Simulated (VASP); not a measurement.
# MoSe: single point with PBE

MoSe:

```xyz
4
Lattice="0.0000 2.8393 2.8393 5.6786 2.8393 2.8393 5.6786 5.6786 0.0000" Properties=species:S:1:pos:R:3 pbc="T T T"
Mo    5.6786    5.6786    0.0000
Mo    2.8393    2.8393    0.0000
Se    1.4196    1.4196    1.4196
Se    4.2589    4.2589    1.4196
```

* Program: VASP 6.6.1
* Task: single point
* Functional: PBE
* Potentials or basis: VASP PAW PBE potentials, release 64 (Mo_sv, Se)
* Cutoff: 520 eV
* k mesh: 12 × 12 × 6
* Occupations: gaussian, width 0.1 eV
* Spin: collinear spin
* Starting moments: [2.0, -2.0, 0.0, 0.0] μB

* Pressure: -0.2 GPa
* Band gap on the k mesh: zero (filled and empty bands overlap)
* Net moment: 0.00 μB per cell
* Site moments: Mo +0.89, -0.89; Se +0.00 μB
* Valence electrons inside the program's atomic spheres: Mo 12.44; Se 3.97

Levels at points of the mesh, in eV from the Fermi level:
Spin up:
| k point | band 17 | band 18 | band 19 | band 20 | band 21 | band 22 | band 23 | band 24 |
| --- | --- | --- | --- | --- | --- | --- | --- | --- |
| (0.00, 0.00, 0.00) | -1.49 | -0.81 | -0.70 | 0.17 | 0.39 | 0.66 | 0.66 | 1.19 |
| (0.50, 0.00, 0.00) | -0.60 | -0.60 | -0.19 | -0.04 | 0.06 | 0.11 | 2.07 | 2.12 |
| (0.50, 0.50, 0.00) | -1.49 | -1.49 | -0.26 | -0.26 | 0.39 | 0.44 | 0.56 | 0.68 |
| (0.00, 0.00, 0.50) | -1.12 | -0.71 | -0.63 | -0.32 | 0.22 | 0.56 | 1.54 | 1.62 |
| (0.50, 0.00, 0.50) | -1.64 | -1.64 | -0.81 | -0.78 | -0.23 | 0.58 | 0.96 | 0.96 |
| (0.00, 0.50, 0.50) | -1.54 | -1.14 | -0.70 | 0.23 | 2.22 | 2.22 | 2.53 | 2.53 |
Spin down:
```csv
k point,band 18,band 19,band 20,band 21,band 22,band 23
"(0.00, 0.00, 0.00)",-0.81,-0.70,0.17,0.39,0.66,0.66
"(0.50, 0.00, 0.00)",-0.60,-0.19,-0.04,0.06,0.11,2.07
"(0.50, 0.50, 0.00)",-1.49,-0.26,-0.26,0.39,0.44,0.56
"(0.00, 0.00, 0.50)",-0.71,-0.63,-0.32,0.22,0.56,1.54
"(0.50, 0.00, 0.50)",-1.64,-0.81,-0.78,-0.23,0.58,0.96
"(0.00, 0.50, 0.50)",-1.14,-0.70,0.23,2.22,2.22,2.53
```

Run time: 47 min on 1 thread of Oxide Virtual Turin-like Processor (shared host), peak memory 0.61 GiB.
